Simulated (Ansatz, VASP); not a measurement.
# One calculation of BaTiO3, two programs

The input INCAR:

```
ALGO = Normal ; EDIFF = 1E-7
EDIFFG = -0.008 ; ENCUT = 520
GGA = PE ; IBRION = 2
ISIF = 2 ; ISMEAR = 0
LASPH = T ; LCHARG = F
LREAL = F ; LWAVE = F
NELM = 80 ; NSW = 60
PREC = Accurate ; SIGMA = 0.02
```

KPOINTS

```
k-points
0
Gamma
  8 8 6
```

File POSCAR:

```
BaTiO3
1.0
    3.8658863023      0.0000000000      0.0000000000
    0.0000000000      3.8658863023      0.0000000000
    0.0000000000      0.0000000000      4.0744681718
Ba Ti O
1 1 3
Direct
    0.5000000000      0.5000000000      0.5865216392
    0.0000000000      0.0000000000      0.1044019507
    0.0000000000      0.5000000000      0.0611504989
    0.5000000000      0.0000000000      0.0611504989
    0.0000000000      0.0000000000      0.5467724023
```

Input for Ansatz:

```yaml
crystal:
  lattice:
    - [3.8658863023, 0.0, 0.0]
    - [0.0, 3.8658863023, 0.0]
    - [0.0, 0.0, 4.0744681718]
  atoms:
    - { symbol: Ba, position: [0.5, 0.5, 0.5865216392] }
    - { symbol: Ti, position: [0.0, 0.0, 0.1044019507] }
    - { symbol: O, position: [0.0, 0.5, 0.0611504989] }
    - { symbol: O, position: [0.5, 0.0, 0.0611504989] }
    - { symbol: O, position: [0.0, 0.0, 0.5467724023] }
basis:
  ecutwfc: 420
kpoints:
  mp_grid: { grid: [8, 8, 6] }
hamiltonian:
  xc: pbe
scf:
  occupations: { method: gaussian, width: 0.02 }
output:
  forces: true
  stress: true
  eigenvalues: true
relax:
  adjacent_minimum: "off"
  f_tol: 0.008
  max_steps: 40
```

Change from the starting cell: equal strain along all axes, cell held, atoms relaxed: -3.0 %.

Alike in both runs: task relaxation of the atoms; functional PBE; k mesh 8 × 8 × 6; occupations gaussian, width 0.02 eV; no spin polarisation.

|  | VASP | Ansatz |
| --- | --- | --- |
| version | VASP 6.6.1 | Ansatz 0.2.0 |
| potentials or method | VASP PAW PBE potentials, release 64 (Ba_sv, Ti_sv, O), cutoff 520 eV | scalar-relativistic, plane waves, PAW |
| valence electrons in the cell | 40 | 40 |

|  | VASP | Ansatz | Ansatz less VASP |
| --- | --- | --- | --- |
| gap on the k mesh at the Fermi level, each at its own relaxed structure (eV) | 1.89 | 1.96 | +0.071 |

Ansatz's warnings: stress scf threshold loose.

Spin-orbit coupling is off throughout.
